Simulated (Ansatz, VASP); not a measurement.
**Two plane-wave programs on Bi2S**

The input INCAR:

```
PREC     = Accurate       # precision mode
ENCUT    = 600            # plane-wave cutoff, eV
EDIFF    = 1E-7           # SCF threshold, eV
ISMEAR   = 0              # smearing method
SIGMA    = 0.1            # smearing width, eV
LREAL    = False          # projectors in reciprocal space
LASPH    = True           # aspherical terms in the spheres
NELM     = 60             # most SCF steps
ALGO     = Normal         # electronic algorithm
ISIF     = 3              # what is computed and relaxed
LWAVE    = False          # write WAVECAR
LCHARG   = False          # write CHGCAR
GGA      = PE             # functional
IBRION   = 2              # ionic algorithm
NSW      = 90             # ionic steps
EDIFFG   = -0.04          # ionic threshold
```

File KPOINTS:

```
regular mesh
0
Gamma
  6 6 2
```

The input POSCAR:

```
Bi2S
1.0
    1.8224748200     -2.9991688800      0.0000000000
    1.8224748200      2.9991688800      0.0000000000
    0.0000000000      0.0000000000      8.2761196400
Bi S
2 1
Direct
    0.3309651900      0.6690348100      0.0000000000
    0.6690348100      0.3309651900      0.0000000000
    0.0000000000      0.0000000000      0.0000000000
```

Input for Ansatz:

```yaml
crystal:
  lattice:
    - [1.82247482, -2.99916888, 0.0]
    - [1.82247482, 2.99916888, 0.0]
    - [0.0, 0.0, 8.27611964]
  atoms:
    - { symbol: Bi, position: [0.33096519, 0.66903481, 0.0] }
    - { symbol: Bi, position: [0.66903481, 0.33096519, 0.0] }
    - { symbol: S, position: [0.0, 0.0, 0.0] }
basis:
  ecutwfc: 420
kpoints:
  mp_grid: { grid: [6, 6, 2] }
hamiltonian:
  xc: pbe
scf:
  occupations: { method: gaussian, width: 0.1 }
  lower_state_search: "off"
output:
  forces: true
  stress: true
  eigenvalues: true
relax:
  adjacent_minimum: "off"
  f_tol: 0.04
  max_steps: 70
  cell: { stress_tol: 0.4 }
```

Alike in both runs: task relaxation of cell and atoms; functional PBE; k mesh 6 × 6 × 2; occupations gaussian, width 0.1 eV; no spin polarisation.

|  | VASP | Ansatz |
| --- | --- | --- |
| version | VASP 6.6.1 | Ansatz 0.2.0 |
| potentials or method | VASP PAW PBE potentials, release 64 (Bi_d, S), cutoff 600 eV | scalar-relativistic, plane waves, PAW |
| valence electrons in the cell | 36 | 36 |

Ansatz gave:

| Property | Result |
| --- | --- |
| relaxed volume (Å³/atom) | 44.62 |
| relaxed length of the cell vector where the two differ most in proportion (Å) | 2.773 |

**Question.** Which values does VASP return?

**Answer.** Relaxed volume (Å³/atom): 68.46; relaxed length of the cell vector where the two differ most in proportion (Å): 8.250.

One of these differences is far larger than is usual between the two programs; its cause wasn't traced.

The k mesh is coarse, so the values compare programs but aren't converged. Spin-orbit coupling is off throughout. Noted on VASP's run: the volume moved by over 15 % at a fixed basis, so the end points are rough.
